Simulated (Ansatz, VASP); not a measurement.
Given: the input of a run of Ansatz 0.2.0 on SnTe.

input.yaml

```yaml
crystal:
  lattice:
    - [0.0, 3.6819707652, 3.6819707652]
    - [3.6819707652, 0.0, 3.6819707652]
    - [3.6819707652, 3.6819707652, 0.0]
  atoms:
    - { symbol: Te, position: [0.25, 0.25, 0.25] }
    - { symbol: Sn, position: [0.0, 0.0, 0.0] }
hamiltonian:
  xc: r2scan
  pseudopotentials: { kind: paw }
kpoints:
  mp_grid: { grid: [7, 7, 7] }
scf:
  occupations: { method: fermi_dirac, width: 0.05 }
output:
  forces: true
  stress: true
  eigenvalues: true
```

Potentials or basis: Ansatz PAW.

Command:

```console
$ ansatz run input.yaml --threads 2 --pin off --max-ram 5632MiB --backend cpu --events-out ev --progress --plain --runs-dir out
```

Problem. Set up the same calculation for VASP 6.6.1. Potentials there: VASP PAW PBE potentials, release 64 (Te, Sn_d).

Solution. As run (the cutoff follows the program's own potentials):

POSCAR

```
SnTe
1.0
    0.0000000000      3.6819707652      3.6819707652
    3.6819707652      0.0000000000      3.6819707652
    3.6819707652      3.6819707652      0.0000000000
Te Sn
1 1
Direct
    0.2500000000      0.2500000000      0.2500000000
    0.0000000000      0.0000000000      0.0000000000
```

File INCAR.step1:

```
ALGO     = Normal         # electronic algorithm
EDIFF    = 1E-4           # SCF threshold, eV
ENCUT    = 520            # plane-wave cutoff, eV
GGA      = PE             # functional
ISMEAR   = -1             # smearing method
LASPH    = True           # aspherical terms in the spheres
LCHARG   = False          # write CHGCAR
LREAL    = False          # projectors in reciprocal space
LWAVE    = True           # write WAVECAR
NBANDS   = 17             # bands
NELM     = 60             # most SCF steps
PREC     = Accurate       # precision mode
SIGMA    = 0.05           # smearing width, eV
```

File INCAR.step2:

```
ALGO     = Normal         # electronic algorithm
EDIFF    = 1E-7           # SCF threshold, eV
ENCUT    = 520            # plane-wave cutoff, eV
ISIF     = 2              # what is computed and relaxed
ISMEAR   = -1             # smearing method
ISTART   = 1            
LASPH    = True           # aspherical terms in the spheres
LCHARG   = False          # write CHGCAR
LMIXTAU  = True         
LREAL    = False          # projectors in reciprocal space
LWAVE    = False          # write WAVECAR
METAGGA  = R2SCAN         # meta-GGA
NBANDS   = 17             # bands
NELM     = 60             # most SCF steps
PREC     = Accurate       # precision mode
SIGMA    = 0.05           # smearing width, eV
```

Contents of KPOINTS:

```
k-points
0
Gamma
  7 7 7
```

Potentials or basis: VASP PAW PBE potentials, release 64 (Te, Sn_d).

Run with:

```sh
$ cat potpaw_PBE.64/Te/POTCAR potpaw_PBE.64/Sn_d/POTCAR > POTCAR
$ cp INCAR.step1 INCAR
$ mpirun -np 1 vasp_std > vasp.out
$ cp INCAR.step2 INCAR
$ mpirun -np 1 vasp_std > vasp.out
```

Both were run:

|  | VASP | Ansatz | Ansatz less VASP |
| --- | --- | --- | --- |
| gap on the k mesh at the Fermi level (eV) | 0.54 | 0.54 | +0.002 |
| least direct gap on the mesh (eV) | 0.99 | 0.99 | +0.002 |
| pressure (GPa) | -1.9 | -1.8 | +0.01 |

VASP's potentials were made for PBE, not for r2SCAN. VASP's potentials hold 20 valence electrons a cell and Ansatz's 30, so a difference there can come from the potentials and not from the codes.

Neither program's run includes spin-orbit coupling. Noted on Ansatz's run: odd divisions of the mesh miss points on the zone boundary, where band edges often lie, so the gap on the mesh can be too wide.
